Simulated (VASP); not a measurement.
# Si2Bi2Te (P-3m1) in VASP: single point with PBE

Aim: the single point of Si2Bi2Te with PBE.

Program: VASP 6.6.1. These are calculated values, not measurements. Logs are shortened: lines on timing, memory, paths and dates and some standing lists are left out, and cuts for length are marked.

### Step 1. The cell of the first run

Symmetry: P-3m1, No. 164, trigonal system. Conventional cell: a = 4.236 Å, b = 4.236 Å, c = 9.763 Å, α = 90.00°, β = 90.00°, γ = 120.00°. Within 3.0 Å of Si (site symmetry 3m) lie 1 Si at 2.29 Å and 3 Bi at 2.81 Å. Bi (site symmetry 3m) has 3 Si at 2.81 Å and 3 Te at 3.40 Å within 3.7 Å. Within 4.5 Å of Te (site symmetry -3m) lie 6 Bi at 3.40 Å and 2 Si at 3.73 Å and 6 Te at 4.24 Å.

### Step 2. Single point, PBE

File INCAR:

```
PREC = Accurate
ENCUT = 520
EDIFF = 1E-6
ISMEAR = 0
SIGMA = 0.1
LREAL = False
LASPH = True
NELM = 80
ALGO = Normal
ISIF = 2
LWAVE = False
LCHARG = False
GGA = PE
NBANDS = 30
```

File KPOINTS:

```
regular mesh
0
Gamma
  12 12 4
```

File POSCAR:

```
Si2Bi2Te
1.0
    4.2363948462      0.0000000000      0.0000000000
   -2.1181974231      3.6688255573      0.0000000000
    0.0000000000      0.0000000000      9.7625937287
Si Bi Te
2 2 1
Direct
    0.0000000000      0.0000000000      0.3825710126
    0.0000000000      0.0000000000      0.6174289874
    0.3333333333      0.6666666667      0.7585414899
    0.6666666667      0.3333333333      0.2414585101
    0.0000000000      0.0000000000      0.0000000000
```

Potentials or basis: VASP PAW PBE potentials, release 64 (Si, Bi_d, Te).

Command:

```console
$ cat potpaw_PBE.64/Si/POTCAR potpaw_PBE.64/Bi_d/POTCAR potpaw_PBE.64/Te/POTCAR > POTCAR
$ mpirun -np 1 vasp_std > vasp.out
```

OUTCAR:

```text
PREC = Accurate
   ENCUT = 520
   EDIFF = 1E-6
   ISMEAR = 0
   LREAL = False
   LASPH = True
   NELM = 80
   ISIF = 2
   GGA = PE

 ion  position               nearest neighbor table
   1  0.000  0.000  0.383-   2 2.29   4 2.81   4 2.81   4 2.81
   2  0.000  0.000  0.617-   1 2.29   3 2.81   3 2.81   3 2.81
   3  0.333  0.667  0.759-   2 2.81   2 2.81   2 2.81   5 3.40   5 3.40   5 3.40
   4  0.667  0.333  0.241-   1 2.81   1 2.81   1 2.81   5 3.40   5 3.40   5 3.40
   5  0.000  0.000  0.000-   3 3.40   4 3.40   4 3.40   3 3.40   4 3.40   3 3.40

  LATTYP: Found a hexagonal cell.
 ALAT       =     4.2363948462
 C/A-ratio  =     2.3044579373

  Lattice vectors:

 A1 = (   4.2363948462,   0.0000000000,   0.0000000000)
 A2 = (  -2.1181974231,   3.6688255573,   0.0000000000)
 A3 = (   0.0000000000,   0.0000000000,   9.7625937287)

Analysis of symmetry for initial positions (statically):
=====================================================================
 Subroutine PRICEL returns:
 Original cell was already a primitive cell.

 Routine SETGRP: Setting up the symmetry group for a
 hexagonal supercell.

 Subroutine GETGRP returns: Found 12 space group operations
 (whereof 12 operations were pure point group operations)
 out of a pool of 24 trial point group operations.

The static configuration has the point symmetry D_3d.

Analysis of symmetry for dynamics (positions and initial velocities):
=====================================================================
 Subroutine PRICEL returns:
 Original cell was already a primitive cell.

 Routine SETGRP: Setting up the symmetry group for a
 hexagonal supercell.

 Subroutine GETGRP returns: Found 12 space group operations
 (whereof 12 operations were pure point group operations)
 out of a pool of 24 trial point group operations.

The dynamic configuration has the point symmetry D_3d.

 Subroutine INISYM returns: Found 12 space group operations
 (whereof 12 operations are pure point group operations),
 and found     1 'primitive' translations

----------------------------------------------------------------------------------------

                                     Primitive cell

  volume of cell :     151.7360

  direct lattice vectors                    reciprocal lattice vectors
     4.236394846  0.000000000  0.000000000     0.236049763  0.136283394  0.000000000
    -2.118197423  3.668825557  0.000000000     0.000000000  0.272566789  0.000000000
     0.000000000  0.000000000  9.762593729     0.000000000  0.000000000  0.102431795

  length of vectors
     4.236394846  4.236394846  9.762593729     0.272566789  0.272566789  0.102431795

  position of ions in fractional coordinates (direct lattice)
     0.000000000  0.000000000  0.382571013
     0.000000000  0.000000000  0.617428987
     0.333333333  0.666666667  0.758541490
     0.666666667  0.333333333  0.241458510
     0.000000000  0.000000000  0.000000000

  ion indices of the primitive-cell ions
   primitive index   ion index
                 1           1
                 2           2
                 3           3
                 4           4
                 5           5

----------------------------------------------------------------------------------------

 KPOINTS: regular mesh

Automatic generation of k-mesh.
 Grid dimensions read from file:
 generate k-points for:   12   12    4

 Generating k-lattice:

  Cartesian coordinates                     Fractional coordinates (reciprocal lattice)
     0.019670814  0.011356950  0.000000000     0.083333333  0.000000000  0.000000000
     0.000000000  0.022713899  0.000000000     0.000000000  0.083333333  0.000000000
     0.000000000  0.000000000  0.025607949     0.000000000  0.000000000  0.250000000

  Length of vectors
     0.022713899  0.022713899  0.025607949

  Shift w.r.t. Gamma in fractional coordinates (k-lattice)
     0.000000000  0.000000000  0.000000000

 Subroutine IBZKPT returns following result:
 ===========================================

 Found     69 irreducible k-points:

 Following reciprocal coordinates:
            Coordinates               Weight
  0.000000  0.000000  0.000000      1.000000
  0.083333  0.000000  0.000000      6.000000
  0.166667  0.000000  0.000000      6.000000
  0.250000 -0.000000  0.000000      6.000000
  0.333333 -0.000000  0.000000      6.000000
  0.416667 -0.000000  0.000000      6.000000
[... 16 lines left out ...]
  0.166667  0.000000  0.250000      6.000000
  0.000000  0.166667  0.250000      6.000000
 [... further k-points ...]
   k-points           NKPTS =     69   k-points in BZ     NKDIM =     69   number of bands    NBANDS=     30
   number of dos      NEDOS =    301   number of ions     NIONS =      5
   total plane-waves  NPLWV =  81920
   dimension x,y,z NGX =    32 NGY =   32 NGZ =   80
   dimension x,y,z NGXF=    64 NGYF=   64 NGZF=  160
   ions per type =               2   2   1
   NGX,Y,Z   is equivalent  to a cutoff of  12.56, 12.56, 13.62 a.u.
   NGXF,Y,Z  is equivalent  to a cutoff of  25.12, 25.12, 27.25 a.u.
 SYSTEM =  unknown system
   PREC   = accura    normal or accurate (medium, high low for compatibility)
   ISTART =      0    job   : 0-new  1-cont  2-samecut
   ICHARG =      2    charge: 1-file 2-atom 10-const
   ISPIN  =      1    spin polarized calculation?
   LNONCOLLINEAR =      F non collinear calculations
   LSORBIT =      F    spin-orbit coupling
   LASPH  =      T    aspherical Exc in radial PAW
   ENCUT  =  520.0 eV  38.22 Ry    6.18 a.u.   7.88  7.88 18.15*2*pi/ulx,y,z
   NELM   =     80;   NELMIN=  2; NELMDL= -5     # of ELM steps
   EDIFF  = 0.1E-05   stopping-criterion for ELM
   LREAL  =      F    real-space projection
   EDIFFG = 0.1E-04   stopping-criterion for IOM
   NSW    =      0    number of steps for IOM
   IBRION =     -1    ionic relax: 0-MD 1-quasi-New 2-CG
   NFREE  =      0    steps in history (QN), initial steepest desc. (CG)
   ISIF   =      2    stress and relaxation
   ISYM   =      2    0-nonsym 1-usesym 2-fastsym
   POTIM  = 0.5000    time-step for ionic-motion
   TEBEG  =    0.0;   TEEND  =   0.0 temperature during run
   PSTRESS=    0.0 pullay stress
   NELECT =      44.0000    total number of electrons
   NUPDOWN=      -1.0000    fix difference up-down
   EMIN   =  10.00;   EMAX   =-10.00  energy-range for DOS
   EFERMI =   0.00;   METHOD = LEGACY
   ISMEAR =     0;   SIGMA  =   0.10  broadening in eV -4-tet -1-fermi 0-gaus
   EFERMI_NEDOS =   21; number of points for ismear=-14 and -15
   IALGO  =     38    algorithm
   IMIX   =      4    mixing-type and parameters
     AMIX     =   0.40;   BMIX     =  1.00
     AMIX_MAG =   1.60;   BMIX_MAG =  1.00
  volume/ion in A,a.u.               =      30.35       204.79
  Fermi-wavevector in a.u.,A,eV,Ry     =   1.083585  2.047678 15.975356  1.174156
  Thomas-Fermi vector in A             =   2.219654
   LORBIT       =      0    0 simple, 1 ext, 2 COOP (PROOUT), +10 PAW based schemes
   GGA     = PE    functional components
   LHFCALC =     F    Hartree Fock is set to
   AEXX    =    0.0000 exact exchange contribution
   IVDW    =     0    specifies the selected vdW correction
   LEPSILON=     F    determine dielectric tensor
   LRPA    =     F    only Hartree local field effects (RPA)
 non-spin polarized calculation
 Gauss-broadening in eV      SIGMA  =   0.10
  energy-cutoff  :      520.00
  volume of cell :      151.74
 maximum number of plane-waves:      4122
   NGX = 15   NGY = 15   NGZ = 37

 number of electron      44.0000004 magnetization

 Free energy of the ion-electron system (eV)
  ---------------------------------------------------
  ext. energy  EPLUGINS =         0.00000000
  ---------------------------------------------------
  free energy    TOTEN  =       -19.97549154 eV

  energy without entropy =      -19.95588090  energy(sigma->0) =      -19.96568622

 E-fermi :   5.4507     XC(G=0):  -9.2038

 val. band max:        5.4454439021   @ k =   0.0833   0.0833   0.5000
 cond. band min:       5.4557109724   @ k =   0.2500  -0.0000   0.5000
 fundamental gap:      0.0102670702
 Fermi energy:         5.4506566808

 k-point     1 :       0.0000    0.0000    0.0000
  band No.  band energies     occupation
      1     -17.2806      2.00000
      2     -17.2806      2.00000
      3     -17.2805      2.00000
      4     -17.2805      2.00000
      5     -17.2564      2.00000
      6     -17.2553      2.00000
[... 22 lines left out ...]
     29       9.0214      0.00000
     30      10.3335      0.00000

 k-point     2 :       0.0833    0.0000    0.0000
  band No.  band energies     occupation
      1     -17.2809      2.00000
      2     -17.2809      2.00000
      3     -17.2792      2.00000
      4     -17.2792      2.00000
      5     -17.2555      2.00000
      6     -17.2544      2.00000
[... 22 lines left out ...]
     29       9.0831      0.00000
     30      10.2325      0.00000

 k-point     3 :       0.1667    0.0000    0.0000
  band No.  band energies     occupation
      1     -17.2821      2.00000
      2     -17.2819      2.00000
      3     -17.2759      2.00000
      4     -17.2758      2.00000
      5     -17.2534      2.00000
      6     -17.2526      2.00000
[... 22 lines left out ...]
     29       9.3500      0.00000
     30      10.2854      0.00000

 k-point     4 :       0.2500   -0.0000    0.0000
  band No.  band energies     occupation
      1     -17.2839      2.00000
      2     -17.2836      2.00000
      3     -17.2717      2.00000
      4     -17.2715      2.00000
      5     -17.2543      2.00000
      6     -17.2537      2.00000
[... 616 lines left out ...]
     29       8.8393      0.00000
     30       9.6541      0.00000

 k-point    23 :       0.1667    0.0000    0.2500
  band No.  band energies     occupation
      1     -17.2820      2.00000
      2     -17.2820      2.00000
      3     -17.2759      2.00000
      4     -17.2758      2.00000
      5     -17.2532      2.00000
      6     -17.2527      2.00000
[... 22 lines left out ...]
     29       9.4727      0.00000
     30       9.9668      0.00000

 k-point    24 :       0.0000    0.1667    0.2500
  band No.  band energies     occupation
      1     -17.2821      2.00000
      2     -17.2819      2.00000
      3     -17.2759      2.00000
      4     -17.2758      2.00000
      5     -17.2534      2.00000
      6     -17.2525      2.00000
[... 22 lines left out ...]
     29       9.3515      0.00000
     30       9.8378      0.00000

 [... further k-points ...]

------------------------ aborting loop because EDIFF is reached ----------------------------------------

  FORCE on cell =-STRESS in cart. coord.  units (eV):
  Direction    XX          YY          ZZ          XY          YZ          ZX
  --------------------------------------------------------------------------------------
  -------------------------------------------------------------------------------------
  Total       -0.0353691     -0.0353691     -0.0398930      0.0000000      0.0000000     -0.0000000
  in kB       -0.3734614     -0.3734614     -0.4212297      0.0000000      0.0000000     -0.0000000
  external PRESSURE =      -0.3893842 kB  Pullay stress =       0.0000000 kB

 VOLUME and BASIS-vectors are now :
 -----------------------------------------------------------------------------
  energy-cutoff  :      520.00
  volume of cell :      151.74
      direct lattice vectors                 reciprocal lattice vectors
     4.236394846  0.000000000  0.000000000     0.236049763  0.136283394  0.000000000
    -2.118197423  3.668825557  0.000000000     0.000000000  0.272566789  0.000000000
     0.000000000  0.000000000  9.762593729     0.000000000  0.000000000  0.102431795

 POSITION                                       TOTAL-FORCE (eV/Angst)
 -----------------------------------------------------------------------------------
      0.00000      0.00000      3.73489        -0.000000      0.000000      0.005869
      0.00000      0.00000      6.02771         0.000000     -0.000000     -0.005869
     -0.00000      2.44588      7.40533        -0.000000     -0.000000      0.002818
      2.11820      1.22294      2.35726         0.000000      0.000000     -0.002818
      0.00000      0.00000      0.00000         0.000000      0.000000      0.000000
 -----------------------------------------------------------------------------------
    total drift:                               -0.000000      0.000000      0.000000

  FREE ENERGIE OF THE ION-ELECTRON SYSTEM (eV)
  ---------------------------------------------------
  free  energy   TOTEN  =       -19.9754915392 eV

  energy  without entropy=      -19.9558809031  energy(sigma->0) =      -19.96568622
```

Wall time 6.7 min (1 thread of Intel Xeon 8259CL, shared host); peak memory 0.46 GiB.

Results:

| Item | Value |
| --- | --- |
| Free energy | -19.9755 eV |
| Pressure | 0.0 GPa |
| Largest force | 0.006 eV/Å |
| Band gap on the k mesh | zero (bands 22 and 23 overlap by 1.21 eV) |

Forces on the atoms (eV/Å):
```
Si   0.000  0.000  0.006
Si   0.000  0.000 -0.006
Bi   0.000  0.000  0.003
Bi   0.000  0.000 -0.003
Te   0.000  0.000  0.000
```

Levels at points of the mesh, in eV from the Fermi level:
```csv
k point,band 19,band 20,band 21,band 22,band 23,band 24,band 25,band 26
"(0.00, 0.00, 0.00)",-0.67,-0.21,-0.21,0.15,0.15,1.15,2.23,2.23
"(0.50, 0.00, 0.00)",-2.27,-1.52,-1.28,-1.15,-0.55,1.10,2.01,3.33
"(0.00, 0.00, 0.50)",-0.81,-0.81,-0.29,0.66,0.66,1.61,1.93,1.93
"(0.50, 0.00, 0.50)",-2.19,-2.15,-0.45,0.05,0.19,0.55,1.96,2.10
```

Caveat: spin-orbit coupling is left out, which moves the levels of the heavy elements.
